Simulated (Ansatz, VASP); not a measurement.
# One calculation of LuTa2, two programs

The input INCAR:

```
ALGO = Normal ; EDIFF = 1E-6
ENCUT = 520 ; GGA = PE
ISIF = 2 ; ISMEAR = 0
LASPH = True ; LCHARG = True
LELF = True ; LREAL = False
LVHAR = True ; LWAVE = False
NBANDS = 56 ; NELM = 100
PREC = Accurate ; SIGMA = 0.1
```

Contents of KPOINTS:

```
k-points
0
Gamma
  4 4 2
```

File POSCAR:

```
LuTa2
1.0
    3.7553439900      0.0000000000      0.0000000000
    0.0000000000      3.7553439900      0.0000000000
    0.0000000000      0.0000000000      7.6053558200
Lu Ta
2 4
Direct
    0.0000000000      0.5000000000      0.7284902900
    0.5000000000      0.0000000000      0.2715097100
    0.0000000000      0.0000000000      0.0000000000
    0.5000000000      0.5000000000      0.0000000000
    0.0000000000      0.5000000000      0.3709276300
    0.5000000000      0.0000000000      0.6290723700
```

Input for Ansatz:

```yaml
crystal:
  lattice:
    - [3.75534399, 0.0, 0.0]
    - [0.0, 3.75534399, 0.0]
    - [0.0, 0.0, 7.60535582]
  atoms:
    - { symbol: Lu, position: [0.0, 0.5, 0.72849029] }
    - { symbol: Lu, position: [0.5, 0.0, 0.27150971] }
    - { symbol: Ta, position: [0.0, 0.0, 0.0] }
    - { symbol: Ta, position: [0.5, 0.5, 0.0] }
    - { symbol: Ta, position: [0.0, 0.5, 0.37092763] }
    - { symbol: Ta, position: [0.5, 0.0, 0.62907237] }
basis:
  ecutwfc: 420
kpoints:
  mp_grid: { grid: [4, 4, 2] }
hamiltonian:
  xc: pbe
scf:
  occupations: { method: gaussian, width: 0.1 }
  lower_state_search: "off"
output:
  forces: true
  stress: true
  eigenvalues: true
```

Change from the starting cell: species swapped into the SmTe2 type (P4/nmm, No. 129).

Alike in both runs: task single point; functional PBE; k mesh 4 × 4 × 2; occupations gaussian, width 0.1 eV; no spin polarisation.

```csv
,VASP,Ansatz
version,VASP 6.6.1,Ansatz 0.2.0
potentials or method,"VASP PAW PBE potentials, release 64 (Lu, Ta_pv), cutoff 520 eV","scalar-relativistic, plane waves, PAW"
valence electrons in the cell,94,102
```

```csv
,VASP,Ansatz,Ansatz less VASP
gap on the k mesh at the Fermi level (eV),none,none,-
rms of the force components (eV/Å),0.281,0.275,-0.0057
```

Atom by atom the forces differ by 0.006 eV/Å (rms over components). A gap of «none» marks a metal or a gap that the smearing closes. The functional is the same, so the differences come from potentials, cutoffs and numerics. VASP's potentials hold 94 valence electrons a cell and Ansatz's 102, so a difference there can come from the potentials and not from the codes.

The k mesh is coarse, so the values compare programs but aren't converged. Neither program's run includes spin-orbit coupling.
